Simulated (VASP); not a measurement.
# AlNi (CsCl type) (Pm-3m) in VASP: further runs

Runs on AlNi (CsCl type). Level: HSE06. Tasks: single point.

All numbers are computed with VASP 6.6.1; they aren't measurements. Logs are shortened: lines on timing, memory, paths and dates and some standing lists are left out, and cuts for length are marked.

**1. The cell of the first run**

It takes space group Pm-3m (No. 221, cubic). The conventional cell has a = 2.811 Å, b = 2.811 Å, c = 2.811 Å, α = 90.00°, β = 90.00°, γ = 90.00°. Ni (site symmetry m-3m) has 8 Al at 2.43 Å and 6 Ni at 2.81 Å within 3.2 Å. Within 3.2 Å of Al (site symmetry m-3m) lie 8 Ni at 2.43 Å and 6 Al at 2.81 Å.

**2. Single point, HSE06**

Input file POSCAR:

```
AlNi
1.0
    2.8107817078      0.0000000000      0.0000000000
    0.0000000000      2.8107817078      0.0000000000
    0.0000000000      0.0000000000      2.8107817078
Ni Al
1 1
Direct
    0.0000000000      0.0000000000      0.0000000000
    0.5000000000      0.5000000000      0.5000000000
```

Input file INCAR.step1:

```
SYSTEM = AlNi
PREC = Accurate
ENCUT = 520
EDIFF = 1E-5
ISMEAR = -1
SIGMA = 0.1
LREAL = .FALSE.
LASPH = .TRUE.
NELM = 80
ALGO = Normal
ISIF = 2
LWAVE = .TRUE.
GGA = PE
NBANDS = 14
```

Input file INCAR.step2:

```
SYSTEM = AlNi
PREC = Accurate
ENCUT = 520
EDIFF = 1E-7
ISMEAR = -1
SIGMA = 0.1
LREAL = .FALSE.
LASPH = .TRUE.
NELM = 80
ALGO = Normal
ISIF = 2
LWAVE = .FALSE.
LCHARG = .TRUE.
GGA = PE
LHFCALC = .TRUE.
HFSCREEN = 0.2079
PRECFOCK = Normal
LELF = .TRUE.
LVHAR = .TRUE.
ISTART = 1
NBANDS = 14
```

Input file KPOINTS:

```
Automatic mesh
0
G
  4 4 4
  0 0 0
```

Potentials or basis: VASP PAW PBE potentials, release 64 (Ni, Al).

On the command line:

```bash
cat potpaw_PBE.64/Ni/POTCAR potpaw_PBE.64/Al/POTCAR > POTCAR
cp INCAR.step1 INCAR
mpirun -np 1 vasp_std > vasp.out
cp INCAR.step2 INCAR
mpirun -np 1 vasp_std > vasp.out
```

OUTCAR:

```text
SYSTEM = AlNi
   PREC = Accurate
   ENCUT = 520
   EDIFF = 1E-7
   ISMEAR = -1
   LREAL = .FALSE.
   LASPH = .TRUE.
   NELM = 80
   ISIF = 2
   GGA = PE
   LHFCALC = .TRUE.
   HFSCREEN = 0.2079
   PRECFOCK = Normal
   ISTART = 1

 ion  position               nearest neighbor table
   1  0.000  0.000  0.000-   2 2.43   2 2.43   2 2.43   2 2.43   2 2.43   2 2.43   2 2.43   2 2.43

   2  0.500  0.500  0.500-   1 2.43   1 2.43   1 2.43   1 2.43   1 2.43   1 2.43   1 2.43   1 2.43

  LATTYP: Found a simple cubic cell.
 ALAT       =     2.8107817078

  Lattice vectors:

 A1 = (   2.8107817078,   0.0000000000,   0.0000000000)
 A2 = (   0.0000000000,   2.8107817078,   0.0000000000)
 A3 = (   0.0000000000,   0.0000000000,   2.8107817078)

Analysis of symmetry for initial positions (statically):
=====================================================================
 Subroutine PRICEL returns:
 Original cell was already a primitive cell.

 Routine SETGRP: Setting up the symmetry group for a
 simple cubic supercell.

 Subroutine GETGRP returns: Found 48 space group operations
 (whereof 48 operations were pure point group operations)
 out of a pool of 48 trial point group operations.

The static configuration has the point symmetry O_h .

Analysis of symmetry for dynamics (positions and initial velocities):
=====================================================================
 Subroutine PRICEL returns:
 Original cell was already a primitive cell.

 Routine SETGRP: Setting up the symmetry group for a
 simple cubic supercell.

 Subroutine GETGRP returns: Found 48 space group operations
 (whereof 48 operations were pure point group operations)
 out of a pool of 48 trial point group operations.

The dynamic configuration has the point symmetry O_h .

 Subroutine INISYM returns: Found 48 space group operations
 (whereof 48 operations are pure point group operations),
 and found     1 'primitive' translations

----------------------------------------------------------------------------------------

                                     Primitive cell

  volume of cell :      22.2066

  direct lattice vectors                    reciprocal lattice vectors
     2.810781708  0.000000000  0.000000000     0.355772914  0.000000000  0.000000000
     0.000000000  2.810781708  0.000000000     0.000000000  0.355772914  0.000000000
     0.000000000  0.000000000  2.810781708     0.000000000  0.000000000  0.355772914

  length of vectors
     2.810781708  2.810781708  2.810781708     0.355772914  0.355772914  0.355772914

  position of ions in fractional coordinates (direct lattice)
     0.000000000  0.000000000  0.000000000
     0.500000000  0.500000000  0.500000000

  ion indices of the primitive-cell ions
   primitive index   ion index
                 1           1
                 2           2

----------------------------------------------------------------------------------------

 KPOINTS: Automatic mesh

Automatic generation of k-mesh.
 Grid dimensions read from file:
 generate k-points for:    4    4    4

 Generating k-lattice:

  Cartesian coordinates                     Fractional coordinates (reciprocal lattice)
     0.088943229  0.000000000  0.000000000     0.250000000  0.000000000  0.000000000
     0.000000000  0.088943229  0.000000000     0.000000000  0.250000000  0.000000000
     0.000000000  0.000000000  0.088943229     0.000000000  0.000000000  0.250000000

  Length of vectors
     0.088943229  0.088943229  0.088943229

  Shift w.r.t. Gamma in fractional coordinates (k-lattice)
     0.000000000  0.000000000  0.000000000

 Subroutine IBZKPT returns following result:
 ===========================================

 Found     10 irreducible k-points:

 Following reciprocal coordinates:
            Coordinates               Weight
  0.000000  0.000000  0.000000      1.000000
  0.250000  0.000000  0.000000      6.000000
  0.500000  0.000000  0.000000      3.000000
  0.250000  0.250000  0.000000     12.000000
  0.500000  0.250000  0.000000     12.000000
  0.500000  0.500000  0.000000      3.000000
  0.250000  0.250000  0.250000      8.000000
  0.500000  0.250000  0.250000     12.000000
  0.500000  0.500000  0.250000      6.000000
  0.500000  0.500000  0.500000      1.000000
   k-points           NKPTS =     10   k-points in BZ     NKDIM =     64   number of bands    NBANDS=     14
   number of dos      NEDOS =    301   number of ions     NIONS =      2
   total plane-waves  NPLWV =  13824
   dimension x,y,z NGX =    24 NGY =   24 NGZ =   24
   dimension x,y,z NGXF=    48 NGYF=   48 NGZF=   48
   ions per type =               1   1
   NGX,Y,Z   is equivalent  to a cutoff of  14.19, 14.19, 14.19 a.u.
   NGXF,Y,Z  is equivalent  to a cutoff of  28.39, 28.39, 28.39 a.u.
 SYSTEM =  AlNi
   PREC   = accura    normal or accurate (medium, high low for compatibility)
   ISTART =      1    job   : 0-new  1-cont  2-samecut
   ICHARG =      0    charge: 1-file 2-atom 10-const
   ISPIN  =      1    spin polarized calculation?
   LNONCOLLINEAR =      F non collinear calculations
   LSORBIT =      F    spin-orbit coupling
   LASPH  =      T    aspherical Exc in radial PAW
   ENCUT  =  520.0 eV  38.22 Ry    6.18 a.u.   5.23  5.23  5.23*2*pi/ulx,y,z
   NELM   =     80;   NELMIN=  2; NELMDL=  0     # of ELM steps
   EDIFF  = 0.1E-06   stopping-criterion for ELM
   LREAL  =      F    real-space projection
   EDIFFG = 0.1E-05   stopping-criterion for IOM
   NSW    =      0    number of steps for IOM
   IBRION =     -1    ionic relax: 0-MD 1-quasi-New 2-CG
   NFREE  =      0    steps in history (QN), initial steepest desc. (CG)
   ISIF   =      2    stress and relaxation
   ISYM   =      3    0-nonsym 1-usesym 2-fastsym
   POTIM  = 0.5000    time-step for ionic-motion
   TEBEG  =    0.0;   TEEND  =   0.0 temperature during run
   PSTRESS=    0.0 pullay stress
   NELECT =      13.0000    total number of electrons
   NUPDOWN=      -1.0000    fix difference up-down
   EMIN   =  10.00;   EMAX   =-10.00  energy-range for DOS
   EFERMI =   0.00;   METHOD = LEGACY
   ISMEAR =    -1;   SIGMA  =   0.10  broadening in eV -4-tet -1-fermi 0-gaus
   EFERMI_NEDOS =   21; number of points for ismear=-14 and -15
   IALGO  =     38    algorithm
   IMIX   =      1    mixing-type and parameters
     AMIX     =   0.40;   BMIX     =  1.00
     AMIX_MAG =   1.60;   BMIX_MAG =  1.00
  volume/ion in A,a.u.               =      11.10        74.93
  Fermi-wavevector in a.u.,A,eV,Ry     =   1.369500  2.587980 25.518153  1.875531
  Thomas-Fermi vector in A             =   2.495370
   LORBIT       =      0    0 simple, 1 ext, 2 COOP (PROOUT), +10 PAW based schemes
   GGA     = PE    functional components
   LHFCALC =     T    Hartree Fock is set to
   PRECFOCK=normal    Normal, Fast or Accurate (Low or Medium for compatibility)
   ENCUT4O =  -1.0   cutoff for four orbital integrals eV
   NKREDX  =     1    reduce k-point grid by
   NKREDY  =     1    reduce k-point grid by
   NKREDZ  =     1    reduce k-point grid by
   AEXX    =    0.2500 exact exchange contribution
   HFSCREEN=    0.2079 screening length (either q_TF or 0.3 A-1)
   HFSCREENC=   0.2079 screening length for correlation (either q_TF or 0.3 A-1)
   ENCUTFOCK=  -1.0 apply spherical cutoff to Coloumb kernel
   IVDW    =     0    specifies the selected vdW correction
   LEPSILON=     F    determine dielectric tensor
   LRPA    =     F    only Hartree local field effects (RPA)
 non-spin polarized calculation
  energy-cutoff  :      520.00
  volume of cell :       22.21
 maximum number of plane-waves:       624
 NGX is ok and might be reduce to    24
  NGX = 16; NGY = 16; NGZ = 16

 number of electron      12.9999986 magnetization

 Free energy of the ion-electron system (eV)
  ---------------------------------------------------
  ext. energy  EPLUGINS =         0.00000000
  ---------------------------------------------------
  free energy    TOTEN  =       -11.99041216 eV

  energy without entropy =      -11.96796480  energy(sigma->0) =      -11.97918848

 E-fermi :  10.3606     XC(G=0): -10.0952

 val. band max:       10.2470737762   @ k =   0.5000   0.5000   0.2500
 cond. band min:      12.0616692620   @ k =   0.2500   0.0000   0.0000
 fundamental gap:      1.8145954859
 Fermi energy:        10.3605588007

 k-point     1 :       0.0000    0.0000    0.0000
  band No.  band energies     occupation
      1      -2.2633      2.00000
      2       6.2224      2.00000
      3       6.2224      2.00000
      4       8.2839      2.00000
      5       8.2839      2.00000
      6       8.2839      2.00000
      7      17.4771      0.00000
      8      17.4771      0.00000
      9      17.4771      0.00000
     10      20.2380      0.00000
     11      20.2381      0.00000
     12      27.4632      0.00000
     13      34.2496      0.00000
     14      34.2496      0.00000

 k-point     2 :       0.2500    0.0000    0.0000
  band No.  band energies     occupation
      1      -0.9302      2.00000
      2       5.9269      2.00000
      3       6.4966      2.00000
      4       7.8192      2.00000
      5       7.8192      2.00000
      6       8.3326      2.00000
      7      12.0617      0.00000
      8      19.0755      0.00000
      9      19.0755      0.00000
     10      20.1547      0.00000
     11      24.3743      0.00000
     12      28.5075      0.00000
     13      28.5075      0.00000
     14      30.7669      0.00000
[... 105 lines left out ...]
      1       4.5908      2.00000
      2       5.8099      2.00000
      3       5.8099      2.00000
      4       7.4548      2.00000
      5       9.0455      2.00000
      6      10.2471      1.51347
      7      10.2471      1.51347
      8      13.1155      0.00000
      9      14.4740      0.00000
     10      20.1485      0.00000
     11      20.6419      0.00000
     12      20.6419      0.00000
     13      24.7318      0.00000
     14      35.1591      0.00000

 k-point    10 :       0.5000    0.5000    0.5000
  band No.  band energies     occupation
      1       5.2541      2.00000
      2       5.2541      2.00000
      3       5.2541      2.00000
      4       9.0770      1.99999
      5       9.0770      1.99999
      6      13.1845      0.00000
      7      13.1845      0.00000
      8      13.1845      0.00000
      9      15.8557      0.00000
     10      16.2469      0.00000
     11      16.2469      0.00000
     12      16.2469      0.00000
     13      20.7091      0.00000
     14      41.0251      0.00000

------------------------ aborting loop because EDIFF is reached ----------------------------------------

  FORCE on cell =-STRESS in cart. coord.  units (eV):
  Direction    XX          YY          ZZ          XY          YZ          ZX
  --------------------------------------------------------------------------------------
  -------------------------------------------------------------------------------------
  Total        1.3867373      1.3867373      1.3867373      0.0000000     -0.0000000      0.0000000
  in kB      100.0514561    100.0514561    100.0514561      0.0000000     -0.0000000      0.0000000
  external PRESSURE =     100.0514561 kB  Pullay stress =       0.0000000 kB

 VOLUME and BASIS-vectors are now :
 -----------------------------------------------------------------------------
  energy-cutoff  :      520.00
  volume of cell :       22.21
      direct lattice vectors                 reciprocal lattice vectors
     2.810781708  0.000000000  0.000000000     0.355772914  0.000000000  0.000000000
     0.000000000  2.810781708  0.000000000     0.000000000  0.355772914  0.000000000
     0.000000000  0.000000000  2.810781708     0.000000000  0.000000000  0.355772914

 POSITION                                       TOTAL-FORCE (eV/Angst)
 -----------------------------------------------------------------------------------
      0.00000      0.00000      0.00000         0.000000      0.000000      0.000000
      1.40539      1.40539      1.40539         0.000000      0.000000      0.000000
 -----------------------------------------------------------------------------------
    total drift:                                0.000006      0.000007      0.000007

  FREE ENERGIE OF THE ION-ELECTRON SYSTEM (eV)
  ---------------------------------------------------
  free  energy   TOTEN  =       -11.9904121607 eV

  energy  without entropy=      -11.9679647958  energy(sigma->0) =      -11.97918848
```

It took 2.7 min on 1 thread of Intel Xeon 6975P-C, shared host; peak memory 0.24 GiB.

Results:

| Item | Value |
| --- | --- |
| Free energy | -11.9904 eV |
| Pressure | 10.0 GPa |

Caveat: the k points lie up to 0.56 Å⁻¹ apart; the PAW data sets were made with another functional, which shifts forces and pressure a little.

**3. Single point, HSE06**

This run uses another cell than the first one, of 11.47 Å³/atom, 1.033 times its volume.

Input file POSCAR:

```
AlNi
1.0
    2.8410074845      0.0000000000      0.0000000000
    0.0000000000      2.8410074845      0.0000000000
    0.0000000000      0.0000000000      2.8410074845
Ni Al
1 1
Direct
    0.0000000000      0.0000000000      0.0000000000
    0.5000000000      0.5000000000      0.5000000000
```

Input file INCAR.step1:

```
SYSTEM = AlNi
PREC     = Accurate       ! precision mode
ENCUT    = 520            ! plane-wave cutoff, eV
EDIFF    = 1E-5           ! SCF threshold, eV
ISMEAR   = -1             ! smearing method
SIGMA    = 0.1            ! smearing width, eV
LREAL    = .False.        ! projectors in reciprocal space
LASPH    = .True.         ! aspherical terms in the spheres
NELM     = 80             ! most SCF steps
ALGO     = Normal         ! electronic algorithm
ISIF     = 2              ! what is computed and relaxed
LWAVE    = .True.         ! write WAVECAR
LCHARG   = .False.        ! write CHGCAR
GGA      = PE             ! functional
NBANDS   = 14             ! bands
```

Input file INCAR.step2:

```
SYSTEM = AlNi
PREC     = Accurate       ! precision mode
ENCUT    = 520            ! plane-wave cutoff, eV
EDIFF    = 1E-6           ! SCF threshold, eV
ISMEAR   = -1             ! smearing method
SIGMA    = 0.1            ! smearing width, eV
LREAL    = .False.        ! projectors in reciprocal space
LASPH    = .True.         ! aspherical terms in the spheres
NELM     = 80             ! most SCF steps
ALGO     = Normal         ! electronic algorithm
ISIF     = 2              ! what is computed and relaxed
LWAVE    = .False.        ! write WAVECAR
LCHARG   = .False.        ! write CHGCAR
GGA      = PE             ! functional
LHFCALC  = .True.         ! exact exchange
HFSCREEN = 0.2079         ! screening, 1/A
PRECFOCK = Normal       
ISTART   = 1            
NBANDS   = 14             ! bands
```

Input file KPOINTS:

```
Automatic mesh
0
Gamma
  4 4 4
  0 0 0
```

Potentials or basis: VASP PAW PBE potentials, release 64 (Ni, Al).

On the command line:

```bash
cat potpaw_PBE.64/Ni/POTCAR potpaw_PBE.64/Al/POTCAR > POTCAR
cp INCAR.step1 INCAR
mpirun -np 1 vasp_std > vasp.out
cp INCAR.step2 INCAR
mpirun -np 1 vasp_std > vasp.out
```

It took 1.9 min on 1 thread of Intel Xeon 6975P-C, shared host; peak memory 0.24 GiB.

Results (log left out):

| Item | Value |
| --- | --- |
| Free energy | -12.0207 eV |
| Pressure | 3.3 GPa |

Levels at points of the mesh, in eV from the Fermi level:
```
           k point  band 3  band 4  band 5  band 6  band 7  band 8  band 9  band 10
(0.00, 0.00, 0.00)   -4.00   -2.03   -2.03   -2.03    6.92    6.92    6.92     9.71
(0.50, 0.00, 0.00)   -3.46   -2.87   -2.87   -1.94   -0.65    9.60   11.82    11.82
(0.50, 0.50, 0.00)   -2.97   -2.97   -2.67   -2.67   -1.33    2.59    3.57    14.25
(0.50, 0.50, 0.50)   -4.96   -1.28   -1.28    2.81    2.81    2.81    5.13     5.68
```

Caveat: the k points lie up to 0.55 Å⁻¹ apart; the PAW data sets were made with another functional, which shifts forces and pressure a little.

**4. Single point, HSE06**

This run uses another cell than the first one, of 11.83 Å³/atom, 1.065 times its volume.

Input file POSCAR:

```
AlNi
1.0
    2.8706034424      0.0000000000      0.0000000000
    0.0000000000      2.8706034424      0.0000000000
    0.0000000000      0.0000000000      2.8706034424
Ni Al
1 1
Direct
    0.0000000000      0.0000000000      0.0000000000
    0.5000000000      0.5000000000      0.5000000000
```

Input file INCAR.step1:

```
PREC = Accurate ; ENCUT = 520
EDIFF = 1E-5 ; ISMEAR = -1
SIGMA = 0.1 ; LREAL = False
LASPH = True ; NELM = 100
ALGO = Normal ; ISIF = 2
LWAVE = True ; GGA = PE
NBANDS = 14
```

Input file INCAR.step2:

```
PREC = Accurate ; ENCUT = 520
EDIFF = 1E-7 ; ISMEAR = -1
SIGMA = 0.1 ; LREAL = False
LASPH = True ; NELM = 100
ALGO = Normal ; ISIF = 2
LWAVE = False ; LCHARG = True
GGA = PE ; LHFCALC = True
HFSCREEN = 0.2079 ; PRECFOCK = Normal
LELF = True ; LVHAR = True
ISTART = 1 ; NBANDS = 14
```

Input file KPOINTS:

```
Automatic mesh
0
Gamma
  4 4 4
```

On the command line:

```bash
cat potpaw_PBE.64/Ni/POTCAR potpaw_PBE.64/Al/POTCAR > POTCAR
cp INCAR.step1 INCAR
mpirun -np 1 vasp_std > vasp.out
cp INCAR.step2 INCAR
mpirun -np 1 vasp_std > vasp.out
```

It took 4.9 min on 1 thread of Intel Xeon 6975P-C, shared host; peak memory 0.25 GiB.

Results (log left out):

| Item | Value |
| --- | --- |
| Free energy | -12.0238 eV |
| Pressure | -2.0 GPa |

Levels at points of the mesh, in eV from the Fermi level:
| k point | band 2 | band 3 | band 4 | band 5 | band 6 | band 7 | band 8 | band 9 | band 10 | band 11 |
| --- | --- | --- | --- | --- | --- | --- | --- | --- | --- | --- |
| (0.00, 0.00, 0.00) | -3.87 | -3.87 | -1.99 | -1.99 | -1.99 | 6.73 | 6.73 | 6.73 | 9.55 | 9.55 |
| (0.50, 0.00, 0.00) | -7.31 | -3.35 | -2.80 | -2.80 | -1.91 | -0.67 | 9.51 | 11.61 | 11.61 | 12.51 |
| (0.50, 0.50, 0.00) | -3.86 | -2.91 | -2.91 | -2.60 | -2.60 | -1.32 | 2.49 | 3.36 | 13.84 | 16.97 |
| (0.50, 0.50, 0.50) | -4.82 | -4.82 | -1.28 | -1.28 | 2.80 | 2.80 | 2.80 | 4.78 | 5.49 | 5.49 |

Caveat: the k points lie up to 0.55 Å⁻¹ apart; the PAW data sets were made with another functional, which shifts forces and pressure a little.

**5. The runs side by side**

```tsv
cell	gap on the mesh (eV)	pressure (GPa)
a = 2.811 Å, 2 atoms	none	10.0
a = 2.841 Å, 2 atoms	none	3.3
a = 2.871 Å, 2 atoms	none	-2.0
```

Alike in all rows: task single point; level HSE06; potentials or basis VASP PAW PBE potentials, release 64 (Ni, Al); no spin polarisation; k mesh 4 × 4 × 4; cutoff (eV) 520; smearing fermi-dirac 0.1 eV.

Caveats: all runs use coarse meshes; the PAW data sets were made with another functional, which shifts forces and pressure a little.

Total energies depend on the potentials used, so only differences within one code and one set of settings carry meaning.
